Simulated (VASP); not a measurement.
# Zr12O (a cell with a defect) in VASP: single point with PBE+D3(BJ)

Aim: the single point of Zr12O (a cell with a defect) with PBE+D3(BJ).

All numbers are computed with VASP 6.6.1; they aren't measurements. Logs are shortened: lines on timing, memory, paths and dates and some standing lists are left out, and cuts for length are marked.

## (1) The cell of the first run

The cell holds a defect, 13 atoms: a = 6.460 Å, b = 9.690 Å, c = 5.145 Å, α = 90.00°, β = 90.00°, γ = 120.00°.

## (2) Single point, PBE+D3(BJ)

The input, INCAR:

```
  PREC = Accurate
  ENCUT = 520
  EDIFF = 1E-7
  ISMEAR = -1
  SIGMA = 0.15
  LREAL = F
  LASPH = T
  NELM = 60
  ALGO = Normal
  ISIF = 2
  LWAVE = F
  LCHARG = T
  GGA = PE
  IVDW = 12
  LELF = T
  LVHAR = T
  NBANDS = 87
```

The input, KPOINTS:

```
regular mesh
0
Gamma
  3 2 3
```

The input, POSCAR:

```
Zr12O
1.0
    6.4600000000      0.0000000000      0.0000000000
   -4.8450000000      8.3917860000      0.0000000000
    0.0000000000      0.0000000000      5.1453900000
Zr O
12 1
Direct
   -0.0010624830      0.0001046801     -0.0051706145
    0.1672338082      0.2226853077      0.5047716531
   -0.0012961766      0.3317845481     -0.0002067957
    0.1667340529      0.5553675889      0.5022363246
    0.0001885687      0.6665241594     -0.0029194933
    0.1662316558      0.8876219481      0.4996295101
    0.5012742876      0.0005283302     -0.0048504512
    0.6672910062      0.2228117117      0.5043493227
    0.5006817585      0.3344884601      0.0014464406
    0.6670887556      0.5557842229      0.5033526735
    0.4987088892      0.6655867127     -0.0007535031
    0.6664449907      0.8887964103      0.5022973391
    0.8330089861      0.1102911199      0.2529374941
```

Potentials or basis: VASP PAW PBE potentials, release 64 (Zr_sv, O).

The run is started by

```bash
$ cat potpaw_PBE.64/Zr_sv/POTCAR potpaw_PBE.64/O/POTCAR > POTCAR
$ mpirun -np 1 vasp_std > vasp.out
```

OUTCAR:

```text
PREC = Accurate
   ENCUT = 520
   EDIFF = 1E-7
   ISMEAR = -1
   LREAL = F
   LASPH = T
   NELM = 60
   ISIF = 2
   GGA = PE
   IVDW = 12
 IVDW          = 12

 ion  position               nearest neighbor table
   1  0.999  0.000  0.995-  13 2.28   2 3.14  12 3.14   6 3.17  12 3.21   6 3.21   3 3.21   7 3.22
                             2 3.22   5 3.24  11 3.24   9 3.24   7 3.24
   2  0.167  0.223  0.505-  13 2.27   1 3.14   3 3.15   9 3.16   9 3.19   3 3.19   1 3.22   4 3.23
                            10 3.23   8 3.23   8 3.23  12 3.24   6 3.24
   3  0.999  0.332  1.000-  13 2.27   8 3.15   2 3.15   4 3.17   8 3.19   4 3.19   2 3.19   7 3.21
                             1 3.21   9 3.23   9 3.23  11 3.23   5 3.24
   4  0.167  0.555  0.502-   5 3.16  11 3.16   3 3.17  11 3.19   3 3.19   5 3.20   6 3.22   8 3.22
                             2 3.23  12 3.23  10 3.23  10 3.23
   5  0.000  0.667  0.997-  10 3.15   4 3.16   6 3.16   6 3.18   4 3.20  10 3.20   9 3.22  11 3.23
                            11 3.24   1 3.24   7 3.24   3 3.24
   6  0.166  0.888  0.500-   5 3.16   7 3.16   1 3.17   5 3.18   7 3.20   1 3.21  10 3.22   4 3.22
                            12 3.23  12 3.23   8 3.24   2 3.24
   7  0.501  0.001  0.995-  13 2.28   8 3.14  12 3.15   6 3.16   6 3.20  12 3.21   3 3.21   8 3.22
                             1 3.22   5 3.24  11 3.24   9 3.24   1 3.24
   8  0.667  0.223  0.504-  13 2.27   7 3.14   3 3.15   9 3.17   3 3.19   9 3.19   7 3.22   4 3.22
                            10 3.23   2 3.23   2 3.23  12 3.23   6 3.24
   9  0.501  0.334  0.001-   2 3.16  10 3.16   8 3.17  10 3.18   2 3.19   8 3.19  11 3.21   5 3.22
                             3 3.23   3 3.23   7 3.24   1 3.24
  10  0.667  0.556  0.503-   5 3.15  11 3.16   9 3.16   9 3.18  11 3.19   5 3.20   6 3.22   8 3.23
                             2 3.23  12 3.23   4 3.23   4 3.23
  11  0.499  0.666  0.999-  10 3.16   4 3.16  12 3.17   4 3.19  10 3.19  12 3.20   9 3.21   5 3.23
                             3 3.23   5 3.24   1 3.24   7 3.24
  12  0.666  0.889  0.502-  13 2.26   1 3.14   7 3.15  11 3.17  11 3.20   7 3.21   1 3.21   6 3.23
                            10 3.23   4 3.23   8 3.23   6 3.23   2 3.24
  13  0.833  0.110  0.253-  12 2.26   3 2.27   2 2.27   8 2.27   1 2.28   7 2.28

  LATTYP: Found a simple monoclinic cell.
 ALAT       =     6.4600000000
 B/A-ratio  =     0.7965000000
 C/A-ratio  =     1.3228756308
 COS(beta)  =    -0.1889822400

  Lattice vectors:

 A1 = (   6.4600000000,   0.0000000000,   0.0000000000)
 A2 = (   0.0000000000,   0.0000000000,   5.1453900000)
 A3 = (  -1.6150000000,  -8.3917860000,   0.0000000000)

Analysis of symmetry for initial positions (statically):
=====================================================================
 Subroutine PRICEL returns:
 Original cell was already a primitive cell.

 Routine SETGRP: Setting up the symmetry group for a
 simple monoclinic supercell.

 Subroutine GETGRP returns: Found  1 space group operations
 (whereof  1 operations were pure point group operations)
 out of a pool of  4 trial point group operations.

The static configuration has the point symmetry C_1 .

Analysis of symmetry for dynamics (positions and initial velocities):
=====================================================================
 Subroutine PRICEL returns:
 Original cell was already a primitive cell.

 Routine SETGRP: Setting up the symmetry group for a
 simple monoclinic supercell.

 Subroutine GETGRP returns: Found  1 space group operations
 (whereof  1 operations were pure point group operations)
 out of a pool of  4 trial point group operations.

The dynamic configuration has the point symmetry C_1 .

 Subroutine INISYM returns: Found  1 space group operations
 (whereof  1 operations are pure point group operations),
 and found     1 'primitive' translations

----------------------------------------------------------------------------------------

                                     Primitive cell

  volume of cell :     278.9364

  direct lattice vectors                    reciprocal lattice vectors
     6.460000000  0.000000000  0.000000000     0.154798762  0.089373108  0.000000000
    -4.845000000  8.391786000  0.000000000     0.000000000  0.119164145  0.000000000
     0.000000000  0.000000000  5.145390000     0.000000000  0.000000000  0.194348728

  length of vectors
[... 69 lines left out ...]
|     Results are often still useful ...                                      |
|                                                                             |
 -----------------------------------------------------------------------------

 Subroutine IBZKPT returns following result:
 ===========================================

 Found     10 irreducible k-points:

 Following reciprocal coordinates:
            Coordinates               Weight
  0.000000  0.000000  0.000000      1.000000
  0.333333  0.000000  0.000000      2.000000
  0.000000  0.500000  0.000000      1.000000
  0.333333  0.500000  0.000000      2.000000
  0.000000  0.000000  0.333333      2.000000
  0.333333  0.000000  0.333333      2.000000
 -0.333333  0.000000  0.333333      2.000000
  0.000000  0.500000  0.333333      2.000000
  0.333333  0.500000  0.333333      2.000000
 -0.333333  0.500000  0.333333      2.000000
   k-points           NKPTS =     10   k-points in BZ     NKDIM =     10   number of bands    NBANDS=     87
   number of dos      NEDOS =    301   number of ions     NIONS =     13
   total plane-waves  NPLWV = 138240
   dimension x,y,z NGX =    48 NGY =   72 NGZ =   40
   dimension x,y,z NGXF=    96 NGYF=  144 NGZF=   80
   ions per type =              12   1
   NGX,Y,Z   is equivalent  to a cutoff of  12.35, 12.35, 12.92 a.u.
   NGXF,Y,Z  is equivalent  to a cutoff of  24.71, 24.71, 25.85 a.u.
 SYSTEM =  unknown system
   PREC   = accura    normal or accurate (medium, high low for compatibility)
   ISTART =      0    job   : 0-new  1-cont  2-samecut
   ICHARG =      2    charge: 1-file 2-atom 10-const
   ISPIN  =      1    spin polarized calculation?
   LNONCOLLINEAR =      F non collinear calculations
   LSORBIT =      F    spin-orbit coupling
   LASPH  =      T    aspherical Exc in radial PAW
   ENCUT  =  520.0 eV  38.22 Ry    6.18 a.u.  12.01 18.02  9.57*2*pi/ulx,y,z
   NELM   =     60;   NELMIN=  2; NELMDL= -5     # of ELM steps
   EDIFF  = 0.1E-06   stopping-criterion for ELM
   LREAL  =      F    real-space projection
   EDIFFG = 0.1E-05   stopping-criterion for IOM
   NSW    =      0    number of steps for IOM
   IBRION =     -1    ionic relax: 0-MD 1-quasi-New 2-CG
   NFREE  =      0    steps in history (QN), initial steepest desc. (CG)
   ISIF   =      2    stress and relaxation
   ISYM   =      2    0-nonsym 1-usesym 2-fastsym
   POTIM  = 0.5000    time-step for ionic-motion
   TEBEG  =    0.0;   TEEND  =   0.0 temperature during run
   PSTRESS=    0.0 pullay stress
   NELECT =     150.0000    total number of electrons
   NUPDOWN=      -1.0000    fix difference up-down
   EMIN   =  10.00;   EMAX   =-10.00  energy-range for DOS
   EFERMI =   0.00;   METHOD = LEGACY
   ISMEAR =    -1;   SIGMA  =   0.15  broadening in eV -4-tet -1-fermi 0-gaus
   EFERMI_NEDOS =   21; number of points for ismear=-14 and -15
   IALGO  =     38    algorithm
   IMIX   =      4    mixing-type and parameters
     AMIX     =   0.40;   BMIX     =  1.00
     AMIX_MAG =   1.60;   BMIX_MAG =  1.00
  volume/ion in A,a.u.               =      21.46       144.80
  Fermi-wavevector in a.u.,A,eV,Ry     =   1.331282  2.515759 24.113779  1.772313
  Thomas-Fermi vector in A             =   2.460305
   LORBIT       =      0    0 simple, 1 ext, 2 COOP (PROOUT), +10 PAW based schemes
   GGA     = PE    functional components
   LHFCALC =     F    Hartree Fock is set to
   AEXX    =    0.0000 exact exchange contribution
   IVDW    =    12    specifies the selected vdW correction
   LEPSILON=     F    determine dielectric tensor
   LRPA    =     F    only Hartree local field effects (RPA)
 non-spin polarized calculation
  energy-cutoff  :      520.00
  volume of cell :      278.94
 maximum number of plane-waves:      7545
   NGX = 25   NGY = 37   NGZ = 19

 number of electron     150.0000006 magnetization

 Free energy of the ion-electron system (eV)
  ---------------------------------------------------
  ext. energy  EPLUGINS =         0.00000000
  ---------------------------------------------------
  free energy    TOTEN  =      -113.00506155 eV

  energy without entropy =     -111.94316451  energy(sigma->0) =     -112.47411303

 E-fermi :   9.1984     XC(G=0): -11.2248

 val. band max:        9.1925695301   @ k =   0.3333   0.5000   0.3333
 cond. band min:       9.1999596219   @ k =   0.0000   0.5000   0.3333
 fundamental gap:      0.0073900918
 Fermi energy:         9.1983683065

 k-point     1 :       0.0000    0.0000    0.0000
  band No.  band energies     occupation
      1     -39.6310      2.00000
      2     -39.5465      2.00000
      3     -39.5255      2.00000
      4     -39.4985      2.00000
      5     -39.4952      2.00000
      6     -39.4723      2.00000
[... 889 lines left out ...]
     86      10.2360      0.00198
     87      10.3710      0.00081

------------------------ aborting loop because EDIFF is reached ----------------------------------------

 Edisp (eV)   -6.59921

 E8    (eV) :    -3.3542

  FORCE on cell =-STRESS in cart. coord.  units (eV):
  Direction    XX          YY          ZZ          XY          YZ          ZX
  --------------------------------------------------------------------------------------
  -------------------------------------------------------------------------------------
  Total      -3.23924    -3.09224    -2.19794     0.04007    -0.13031    -0.04997
  in kB     -18.60580   -17.76143   -12.62471     0.23014    -0.74851    -0.28705
  external pressure =      -16.33 kB  Pullay stress =        0.00 kB

 VOLUME and BASIS-vectors are now :
 -----------------------------------------------------------------------------
  energy-cutoff  :      520.00
  volume of cell :      278.94
      direct lattice vectors                 reciprocal lattice vectors
     6.460000000  0.000000000  0.000000000     0.154798762  0.089373108  0.000000000
    -4.845000000  8.391786000  0.000000000     0.000000000  0.119164145  0.000000000
     0.000000000  0.000000000  5.145390000     0.000000000  0.000000000  0.194348728

 POSITION                                       TOTAL-FORCE (eV/Angst)
 -----------------------------------------------------------------------------------
      6.45263      0.00088      5.11879         0.009018     -0.029586      0.054671
      0.00142      1.86873      2.59725        -0.060144     -0.043841      0.000124
      4.84413      2.78426      5.14433         0.003311      0.034253      0.001416
     -1.61365      4.66053      2.58420         0.002576      0.012533      0.030054
     -3.22809      5.59333      5.13037        -0.005677      0.006264     -0.040422
     -3.22667      7.44873      2.57079         0.002909     -0.023427      0.003296
      3.23567      0.00443      5.12043        -0.015962     -0.020934      0.042049
      3.23118      1.86979      2.59507         0.063872     -0.037449      0.013726
      1.61381      2.80696      0.00744        -0.000946      0.030323     -0.021722
      1.61662      4.66402      2.58995         0.003476     -0.001443      0.051491
     -0.00311      5.58546      5.14151         0.001049     -0.000821     -0.028152
     -0.00098      7.45859      2.58452         0.000017      0.058265     -0.029275
      4.84688      0.92554      1.30146        -0.003501      0.015863     -0.077256
 -----------------------------------------------------------------------------------
    total drift:                               -0.000048      0.000162     -0.000093

  FREE ENERGIE OF THE ION-ELECTRON SYSTEM (eV)
  ---------------------------------------------------
  free  energy   TOTEN  =      -119.6042678716 eV

  energy  without entropy=     -118.5423708275  energy(sigma->0) =     -119.07331935
```

It took 9.6 min on 1 thread of Intel Xeon Platinum 8259CL at 2.50GHz (Skylake/Cascade Lake), shared host; peak memory 0.43 GiB.

What came out:

```yaml
Free_energy: -119.6043 eV
Pressure: -1.6 GPa
Largest_force: 0.079 eV/Å
Band_gap_on_the_k_mesh: zero (bands 75 and 76 overlap by 0.46 eV)
Dispersion_energy_per_atom: -0.508 eV
```

Forces on the atoms (eV/Å):
```
Zr   0.009 -0.030  0.055
Zr  -0.060 -0.044  0.000
Zr   0.003  0.034  0.001
Zr   0.003  0.013  0.030
Zr  -0.006  0.006 -0.040
Zr   0.003 -0.023  0.003
Zr  -0.016 -0.021  0.042
Zr   0.064 -0.037  0.014
Zr  -0.001  0.030 -0.022
Zr   0.003 -0.001  0.051
Zr   0.001 -0.001 -0.028
Zr   0.000  0.058 -0.029
O   -0.004  0.016 -0.077
```

Caveat: the k points lie up to 0.41 Å⁻¹ apart.
